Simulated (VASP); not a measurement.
# BN (P6_3mc) in VASP: a series of runs, part 2 of 3

VASP 6.6.1. Earlier steps stand in the parts before.

## 3. Single point, PBE (all N atoms moved +0.225 Å, as atom 3 along Cartesian [0 0 1])

The input, INCAR:

```
SYSTEM = BN
ALGO     = Normal         ! electronic algorithm
EDIFF    = 1E-6           ! SCF threshold, eV
ENCUT    = 520            ! plane-wave cutoff, eV
GGA      = PE             ! functional
ISIF     = 2              ! what is computed and relaxed
ISMEAR   = 0              ! smearing method
LASPH    = .True.         ! aspherical terms in the spheres
LCHARG   = .True.         ! write CHGCAR
LELF     = .True.         ! ELF
LREAL    = .False.        ! projectors in reciprocal space
LVHAR    = .True.       
LWAVE    = .False.        ! write WAVECAR
NBANDS   = 16             ! bands
NELM     = 100            ! most SCF steps
PREC     = Accurate       ! precision mode
SIGMA    = 0.05           ! smearing width, eV
```

The input, KPOINTS:

```
k-points
0
Gamma
  12 12 6
  0 0 0
```

The input, POSCAR:

```
BN
1.0
    2.5539396017      0.0000000000      0.0000000000
   -1.2769698009      2.2117765748      0.0000000000
    0.0000000000      0.0000000000      4.2268550000
B N
2 2
Direct
    0.6666666667      0.3333333333      0.9997240000
    0.3333333333      0.6666666667      0.4997240000
    0.6666666667      0.3333333333      0.6785070666
    0.3333333333      0.6666666667      0.1785070666
```

Potentials or basis: VASP PAW PBE potentials, release 64 (B, N).

The run is started by

```console
$ cat potpaw_PBE.64/B/POTCAR potpaw_PBE.64/N/POTCAR > POTCAR
$ mpirun -np 1 vasp_std > vasp.out
```

OUTCAR:

```text
SYSTEM = BN
   EDIFF = 1E-6
   ENCUT = 520
   GGA = PE
   ISIF = 2
   ISMEAR = 0
   LASPH = .True.
   LREAL = .False.
   NELM = 100
   PREC = Accurate

 ion  position               nearest neighbor table
   1  0.667  0.333  1.000-   3 1.36   4 1.66   4 1.66   4 1.66
   2  0.333  0.667  0.500-   4 1.36   3 1.66   3 1.66   3 1.66
   3  0.667  0.333  0.679-   1 1.36   2 1.66   2 1.66   2 1.66
   4  0.333  0.667  0.179-   2 1.36   1 1.66   1 1.66   1 1.66

  LATTYP: Found a hexagonal cell.
 ALAT       =     2.5539396017
 C/A-ratio  =     1.6550332659

  Lattice vectors:

 A1 = (   2.5539396017,   0.0000000000,   0.0000000000)
 A2 = (  -1.2769698009,   2.2117765748,   0.0000000000)
 A3 = (   0.0000000000,   0.0000000000,   4.2268550000)

Analysis of symmetry for initial positions (statically):
=====================================================================
 Subroutine PRICEL returns:
 Original cell was already a primitive cell.

 Routine SETGRP: Setting up the symmetry group for a
 hexagonal supercell.

 Subroutine GETGRP returns: Found 12 space group operations
 (whereof  6 operations were pure point group operations)
 out of a pool of 24 trial point group operations.

The static configuration has the point symmetry C_3v.
 The point group associated with its full space group is C_6v.

Analysis of symmetry for dynamics (positions and initial velocities):
=====================================================================
 Subroutine PRICEL returns:
 Original cell was already a primitive cell.

 Routine SETGRP: Setting up the symmetry group for a
 hexagonal supercell.

 Subroutine GETGRP returns: Found 12 space group operations
 (whereof  6 operations were pure point group operations)
 out of a pool of 24 trial point group operations.

The dynamic configuration has the point symmetry C_3v.
 The point group associated with its full space group is C_6v.

 Subroutine INISYM returns: Found 12 space group operations
 (whereof  6 operations are pure point group operations),
 and found     1 'primitive' translations

----------------------------------------------------------------------------------------

                                     Primitive cell

  volume of cell :      23.8764

  direct lattice vectors                    reciprocal lattice vectors
     2.553939602  0.000000000  0.000000000     0.391551938  0.226062617  0.000000000
    -1.276969801  2.211776575  0.000000000     0.000000000  0.452125233  0.000000000
     0.000000000  0.000000000  4.226855000     0.000000000  0.000000000  0.236582518

  length of vectors
     2.553939602  2.553939602  4.226855000     0.452125233  0.452125233  0.236582518

  position of ions in fractional coordinates (direct lattice)
     0.666666667  0.333333333  0.999724000
     0.333333333  0.666666667  0.499724000
     0.666666667  0.333333333  0.678507067
     0.333333333  0.666666667  0.178507067

  ion indices of the primitive-cell ions
   primitive index   ion index
                 1           1
                 2           2
                 3           3
                 4           4

----------------------------------------------------------------------------------------

 KPOINTS: k-points

Automatic generation of k-mesh.
 Grid dimensions read from file:
 generate k-points for:   12   12    6

 Generating k-lattice:

  Cartesian coordinates                     Fractional coordinates (reciprocal lattice)
     0.032629328  0.018838551  0.000000000     0.083333333  0.000000000  0.000000000
     0.000000000  0.037677103  0.000000000     0.000000000  0.083333333  0.000000000
     0.000000000  0.000000000  0.039430420     0.000000000  0.000000000  0.166666667

  Length of vectors
     0.037677103  0.037677103  0.039430420

  Shift w.r.t. Gamma in fractional coordinates (k-lattice)
     0.000000000  0.000000000  0.000000000

 Subroutine IBZKPT returns following result:
 ===========================================

 Found     76 irreducible k-points:

 Following reciprocal coordinates:
            Coordinates               Weight
  0.000000  0.000000  0.000000      1.000000
  0.083333  0.000000  0.000000      6.000000
  0.166667  0.000000  0.000000      6.000000
  0.250000  0.000000  0.000000      6.000000
  0.333333  0.000000  0.000000      6.000000
  0.416667  0.000000  0.000000      6.000000
[... 16 lines left out ...]
  0.250000  0.000000  0.166667     12.000000
  0.333333  0.000000  0.166667     12.000000
 [... further k-points ...]
   k-points           NKPTS =     76   k-points in BZ     NKDIM =     76   number of bands    NBANDS=     16
   number of dos      NEDOS =    301   number of ions     NIONS =      4
   total plane-waves  NPLWV =  12800
   dimension x,y,z NGX =    20 NGY =   20 NGZ =   32
   dimension x,y,z NGXF=    40 NGYF=   40 NGZF=   64
   ions per type =               2   2
   NGX,Y,Z   is equivalent  to a cutoff of  13.02, 13.02, 12.59 a.u.
   NGXF,Y,Z  is equivalent  to a cutoff of  26.04, 26.04, 25.17 a.u.
 SYSTEM =  BN
   PREC   = accura    normal or accurate (medium, high low for compatibility)
   ISTART =      0    job   : 0-new  1-cont  2-samecut
   ICHARG =      2    charge: 1-file 2-atom 10-const
   ISPIN  =      1    spin polarized calculation?
   LNONCOLLINEAR =      F non collinear calculations
   LSORBIT =      F    spin-orbit coupling
   LASPH  =      T    aspherical Exc in radial PAW
   ENCUT  =  520.0 eV  38.22 Ry    6.18 a.u.   4.75  4.75  7.86*2*pi/ulx,y,z
   NELM   =    100;   NELMIN=  2; NELMDL= -5     # of ELM steps
   EDIFF  = 0.1E-05   stopping-criterion for ELM
   LREAL  =      F    real-space projection
   EDIFFG = 0.1E-04   stopping-criterion for IOM
   NSW    =      0    number of steps for IOM
   IBRION =     -1    ionic relax: 0-MD 1-quasi-New 2-CG
   NFREE  =      0    steps in history (QN), initial steepest desc. (CG)
   ISIF   =      2    stress and relaxation
   ISYM   =      2    0-nonsym 1-usesym 2-fastsym
   POTIM  = 0.5000    time-step for ionic-motion
   TEBEG  =    0.0;   TEEND  =   0.0 temperature during run
   PSTRESS=    0.0 pullay stress
   NELECT =      16.0000    total number of electrons
   NUPDOWN=      -1.0000    fix difference up-down
   EMIN   =  10.00;   EMAX   =-10.00  energy-range for DOS
   EFERMI =   0.00;   METHOD = LEGACY
   ISMEAR =     0;   SIGMA  =   0.05  broadening in eV -4-tet -1-fermi 0-gaus
   EFERMI_NEDOS =   21; number of points for ismear=-14 and -15
   IALGO  =     38    algorithm
   IMIX   =      4    mixing-type and parameters
     AMIX     =   0.40;   BMIX     =  1.00
     AMIX_MAG =   1.60;   BMIX_MAG =  1.00
  volume/ion in A,a.u.               =       5.97        40.28
  Fermi-wavevector in a.u.,A,eV,Ry     =   1.432600  2.707222 27.923836  2.052344
  Thomas-Fermi vector in A             =   2.552210
   LORBIT       =      0    0 simple, 1 ext, 2 COOP (PROOUT), +10 PAW based schemes
   GGA     = PE    functional components
   LHFCALC =     F    Hartree Fock is set to
   AEXX    =    0.0000 exact exchange contribution
   IVDW    =     0    specifies the selected vdW correction
   LEPSILON=     F    determine dielectric tensor
   LRPA    =     F    only Hartree local field effects (RPA)
 non-spin polarized calculation
 Gauss-broadening in eV      SIGMA  =   0.05
  energy-cutoff  :      520.00
  volume of cell :       23.88
 maximum number of plane-waves:       660
 NGX is ok and might be reduce to    20
   NGX =  9   NGY =  9   NGZ = 15

 number of electron      16.0000004 magnetization

 Free energy of the ion-electron system (eV)
  ---------------------------------------------------
  ext. energy  EPLUGINS =         0.00000000
  ---------------------------------------------------
  free energy    TOTEN  =       -33.27691463 eV

  energy without entropy =      -33.27691463  energy(sigma->0) =      -33.27691463

 E-fermi :   8.5717     XC(G=0): -12.7662

 val. band max:        8.3367693413   @ k =   0.0000   0.0000   0.0000
 cond. band min:      10.1394698349   @ k =   0.3333   0.3333   0.0000
 fundamental gap:      1.8027004937
 Fermi energy:         8.5717430312

 k-point     1 :       0.0000    0.0000    0.0000
  band No.  band energies     occupation
      1     -12.8976      2.00000
      2      -9.0309      2.00000
      3      -3.9136      2.00000
      4       4.5700      2.00000
      5       5.6584      2.00000
      6       5.6584      2.00000
[... 433 lines left out ...]
      3      -1.6964      2.00000
      4      -0.0227      2.00000
      5       1.5797      2.00000
      6       3.6301      2.00000
[... 8 lines left out ...]
     15      23.2511      0.00000
     16      23.4830      0.00000

 [... further k-points ...]
[... 5 lines left out ...]
  --------------------------------------------------------------------------------------
  -------------------------------------------------------------------------------------
  Total        0.7074586      0.7074586      6.4254708     -0.0000000      0.0000000      0.0000000
  in kB       47.4725317     47.4725317    431.1677935     -0.0000000      0.0000000      0.0000000
  external PRESSURE =     175.3709523 kB  Pullay stress =       0.0000000 kB

 VOLUME and BASIS-vectors are now :
 -----------------------------------------------------------------------------
  energy-cutoff  :      520.00
  volume of cell :       23.88
      direct lattice vectors                 reciprocal lattice vectors
     2.553939602  0.000000000  0.000000000     0.391551938  0.226062617  0.000000000
    -1.276969801  2.211776575  0.000000000     0.000000000  0.452125233  0.000000000
     0.000000000  0.000000000  4.226855000     0.000000000  0.000000000  0.236582518

 POSITION                                       TOTAL-FORCE (eV/Angst)
 -----------------------------------------------------------------------------------
      1.27697      0.73726      4.22569        -0.000000      0.000000      7.815021
     -0.00000      1.47452      2.11226        -0.000000      0.000000      7.815021
      1.27697      0.73726      2.86795         0.000000     -0.000000     -7.815021
     -0.00000      1.47452      0.75452        -0.000000      0.000000     -7.815021
 -----------------------------------------------------------------------------------
    total drift:                                0.000000      0.000000     -0.000105

  FREE ENERGIE OF THE ION-ELECTRON SYSTEM (eV)
  ---------------------------------------------------
  free  energy   TOTEN  =       -33.2769146327 eV

  energy  without entropy=      -33.2769146327  energy(sigma->0) =      -33.27691463
```

Wall time 14 s (1 thread of Intel Xeon Platinum 8488C (Sapphire Rapids), shared host); peak memory 0.14 GiB.

What came out:

```yaml
Free_energy: -33.2769 eV
Pressure: 17.5 GPa
Largest_force: 7.815 eV/Å
Band_gap_on_the_k_mesh: 1.80 eV, indirect (least direct gap 6.04 eV)
```

Forces in eV/Å, atoms in the order of the input:
```
B    0.000  0.000  7.815
B    0.000  0.000  7.815
N    0.000  0.000 -7.815
N    0.000  0.000 -7.815
```

Stress tensor (GPa, compression positive):
```
 4.75  0.00  0.00
 0.00  4.75  0.00
 0.00  0.00 43.12
```

Caveat: the cell differs from its parent crystal (all N atoms moved +0.225 Å, as atom 3 along Cartesian [0 0 1]); forces of over 1 eV/Å act on the atoms, so gaps and moduli don't describe the material at rest. A k mesh can miss the band edges.

## 4. Single point, PBE (all N atoms moved -0.150 Å, as atom 3 along Cartesian [0 0 1])

The input, INCAR:

```
PREC     = Accurate       # precision mode
ENCUT    = 520            # plane-wave cutoff, eV
EDIFF    = 1E-6           # SCF threshold, eV
ISMEAR   = 0              # smearing method
SIGMA    = 0.05           # smearing width, eV
LREAL    = False          # projectors in reciprocal space
LASPH    = True           # aspherical terms in the spheres
NELM     = 80             # most SCF steps
ALGO     = Normal         # electronic algorithm
ISIF     = 2              # what is computed and relaxed
LWAVE    = False          # write WAVECAR
LCHARG   = False          # write CHGCAR
GGA      = PE             # functional
NBANDS   = 16             # bands
```

The input, KPOINTS:

```
regular mesh
0
Gamma
  12 12 6
```

POSCAR, as its differences from that of step 3:

```diff
@@ -10,3 +10,3 @@
     0.3333333333      0.6666666667      0.4997240000
-    0.6666666667      0.3333333333      0.6785070666
-    0.3333333333      0.6666666667      0.1785070666
+    0.6666666667      0.3333333333      0.5897886223
+    0.3333333333      0.6666666667      0.0897886223
```

Potentials or basis: VASP PAW PBE potentials, release 64 (B, N).

The run is started by

```console
$ cat potpaw_PBE.64/B/POTCAR potpaw_PBE.64/N/POTCAR > POTCAR
$ mpirun -np 1 vasp_std > vasp.out
```

OUTCAR:

```text
PREC = Accurate
   ENCUT = 520
   EDIFF = 1E-6
   ISMEAR = 0
   LREAL = False
   LASPH = True
   NELM = 80
   ISIF = 2
   GGA = PE

 ion  position               nearest neighbor table
   1  0.667  0.333  1.000-   4 1.52   4 1.52   4 1.52   3 1.73
   2  0.333  0.667  0.500-   3 1.52   3 1.52   3 1.52   4 1.73
   3  0.667  0.333  0.590-   2 1.52   2 1.52   2 1.52   1 1.73
   4  0.333  0.667  0.090-   1 1.52   1 1.52   1 1.52   2 1.73

  LATTYP: Found a hexagonal cell.
 ALAT       =     2.5539396017
 C/A-ratio  =     1.6550332659

  Lattice vectors:

 A1 = (   2.5539396017,   0.0000000000,   0.0000000000)
 A2 = (  -1.2769698009,   2.2117765748,   0.0000000000)
 A3 = (   0.0000000000,   0.0000000000,   4.2268550000)

Analysis of symmetry for initial positions (statically):
=====================================================================
 Subroutine PRICEL returns:
 Original cell was already a primitive cell.

 Routine SETGRP: Setting up the symmetry group for a
 hexagonal supercell.

 Subroutine GETGRP returns: Found 12 space group operations
 (whereof  6 operations were pure point group operations)
 out of a pool of 24 trial point group operations.

The static configuration has the point symmetry C_3v.
 The point group associated with its full space group is C_6v.

Analysis of symmetry for dynamics (positions and initial velocities):
=====================================================================
 Subroutine PRICEL returns:
 Original cell was already a primitive cell.

 Routine SETGRP: Setting up the symmetry group for a
 hexagonal supercell.

 Subroutine GETGRP returns: Found 12 space group operations
 (whereof  6 operations were pure point group operations)
 out of a pool of 24 trial point group operations.

The dynamic configuration has the point symmetry C_3v.
[... 118 lines left out ...]
   EFERMI =   0.00;   METHOD = LEGACY
   ISMEAR =     0;   SIGMA  =   0.05  broadening in eV -4-tet -1-fermi 0-gaus
   EFERMI_NEDOS =   21; number of points for ismear=-14 and -15
   IALGO  =     38    algorithm
   IMIX   =      4    mixing-type and parameters
     AMIX     =   0.40;   BMIX     =  1.00
     AMIX_MAG =   1.60;   BMIX_MAG =  1.00
  volume/ion in A,a.u.               =       5.97        40.28
  Fermi-wavevector in a.u.,A,eV,Ry     =   1.432600  2.707222 27.923836  2.052344
  Thomas-Fermi vector in A             =   2.552210
   LORBIT       =      0    0 simple, 1 ext, 2 COOP (PROOUT), +10 PAW based schemes
   GGA     = PE    functional components
   LHFCALC =     F    Hartree Fock is set to
   AEXX    =    0.0000 exact exchange contribution
   IVDW    =     0    specifies the selected vdW correction
   LEPSILON=     F    determine dielectric tensor
   LRPA    =     F    only Hartree local field effects (RPA)
 non-spin polarized calculation
 Gauss-broadening in eV      SIGMA  =   0.05
  energy-cutoff  :      520.00
  volume of cell :       23.88
 maximum number of plane-waves:       660
 NGX is ok and might be reduce to    20
   NGX =  9   NGY =  9   NGZ = 15

 number of electron      16.0000002 magnetization

 Free energy of the ion-electron system (eV)
  ---------------------------------------------------
  ext. energy  EPLUGINS =         0.00000000
  ---------------------------------------------------
  free energy    TOTEN  =       -34.43894511 eV

  energy without entropy =      -34.43894511  energy(sigma->0) =      -34.43894511

 E-fermi :   8.6736     XC(G=0): -12.7496

 val. band max:        8.3582142681   @ k =   0.0000   0.0000   0.0000
 cond. band min:      13.4753516127   @ k =   0.5000   0.0000   0.3333
 fundamental gap:      5.1171373446
 Fermi energy:         8.6735921145

 k-point     1 :       0.0000    0.0000    0.0000
  band No.  band energies     occupation
      1     -12.8920      2.00000
      2      -8.7813      2.00000
      3      -3.0428      2.00000
      4       4.9509      2.00000
      5       4.9509      2.00000
      6       6.7079      2.00000
[... 433 lines left out ...]
      3      -1.2722      2.00000
      4       0.3911      2.00000
      5       1.1042      2.00000
      6       2.7539      2.00000
[... 8 lines left out ...]
     15      23.2483      0.00000
     16      23.8489      0.00000

 [... further k-points ...]
[... 5 lines left out ...]
  --------------------------------------------------------------------------------------
  -------------------------------------------------------------------------------------
  Total        0.5398135      0.5398135      1.8381908     -0.0000000      0.0000000     -0.0000000
  in kB       36.2230567     36.2230567    123.3479505     -0.0000000      0.0000000     -0.0000000
  external PRESSURE =      65.2646880 kB  Pullay stress =       0.0000000 kB

 VOLUME and BASIS-vectors are now :
 -----------------------------------------------------------------------------
  energy-cutoff  :      520.00
  volume of cell :       23.88
      direct lattice vectors                 reciprocal lattice vectors
     2.553939602  0.000000000  0.000000000     0.391551938  0.226062617  0.000000000
    -1.276969801  2.211776575  0.000000000     0.000000000  0.452125233  0.000000000
     0.000000000  0.000000000  4.226855000     0.000000000  0.000000000  0.236582518

 POSITION                                       TOTAL-FORCE (eV/Angst)
 -----------------------------------------------------------------------------------
      1.27697      0.73726      4.22569         0.000000     -0.000000     -2.256418
     -0.00000      1.47452      2.11226        -0.000000      0.000000     -2.256418
      1.27697      0.73726      2.49295         0.000000      0.000000      2.256418
     -0.00000      1.47452      0.37952        -0.000000     -0.000000      2.256418
 -----------------------------------------------------------------------------------
    total drift:                               -0.000000     -0.000000      0.000144

  FREE ENERGIE OF THE ION-ELECTRON SYSTEM (eV)
  ---------------------------------------------------
  free  energy   TOTEN  =       -34.4389451091 eV

  energy  without entropy=      -34.4389451091  energy(sigma->0) =      -34.43894511
```

Run time: 14 s. Hardware: 1 thread of Intel Xeon Platinum 8488C (Sapphire Rapids), shared host; peak memory 0.14 GiB.

Results:

| Item | Value |
| --- | --- |
| Free energy | -34.4389 eV |
| Pressure | 6.5 GPa |
| Largest force | 2.256 eV/Å |
| Band gap on the k mesh | 5.12 eV, indirect (least direct gap 6.77 eV) |

Forces in eV/Å, atoms in the order of the input:
```
B    0.000  0.000 -2.256
B    0.000  0.000 -2.256
N    0.000  0.000  2.256
N    0.000  0.000  2.256
```

Caveat: the cell differs from its parent crystal (all N atoms moved -0.150 Å, as atom 3 along Cartesian [0 0 1]); forces of over 1 eV/Å act on the atoms, so gaps and moduli don't describe the material at rest. A k mesh can miss the band edges.

[end of part 2 of 3]
